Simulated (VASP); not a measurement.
A run of VASP 6.6.1:

INCAR

```
SYSTEM = CdF2
PREC     = Accurate       ! precision mode
ENCUT    = 520            ! plane-wave cutoff, eV
EDIFF    = 1E-7           ! SCF threshold, eV
ISMEAR   = -1             ! smearing method
SIGMA    = 0.02           ! smearing width, eV
LREAL    = .FALSE.        ! projectors in reciprocal space
LASPH    = .TRUE.         ! aspherical terms in the spheres
NELM     = 80             ! most SCF steps
ALGO     = Normal         ! electronic algorithm
ISIF     = 2              ! what is computed and relaxed
LWAVE    = .FALSE.        ! write WAVECAR
LCHARG   = .FALSE.        ! write CHGCAR
GGA      = PE             ! functional
NBANDS   = 20             ! bands
```

File KPOINTS:

```
Automatic mesh
0
G
  8 8 8
  0 0 0
```

Contents of POSCAR:

```
CdF2
1.0
    0.0000000000      2.7826412703      2.7826412703
    2.7826412703      0.0000000000      2.7826412703
    2.7826412703      2.7826412703      0.0000000000
Cd F
1 2
Direct
    0.0000000000      0.0000000000      0.0000000000
    0.2500000000      0.2500000000      0.2500000000
    0.7500000000      0.7500000000      0.7500000000
```

Potentials or basis: VASP PAW PBE potentials, release 64 (Cd, F).

The run is started by

```sh
$ cat potpaw_PBE.64/Cd/POTCAR potpaw_PBE.64/F/POTCAR > POTCAR
$ mpirun -np 1 vasp_std > vasp.out
```

Hardware: 1 thread of Intel(R) Xeon(R) Platinum 8488C (Sapphire Rapids) (shared host).

Problem. How long does it take, and how much memory?

Solution. Run time: 23 s on 1 thread of Intel(R) Xeon(R) Platinum 8488C (Sapphire Rapids) (shared host), peak memory 0.17 GiB. Counts: scf iterations 15, k points 29.
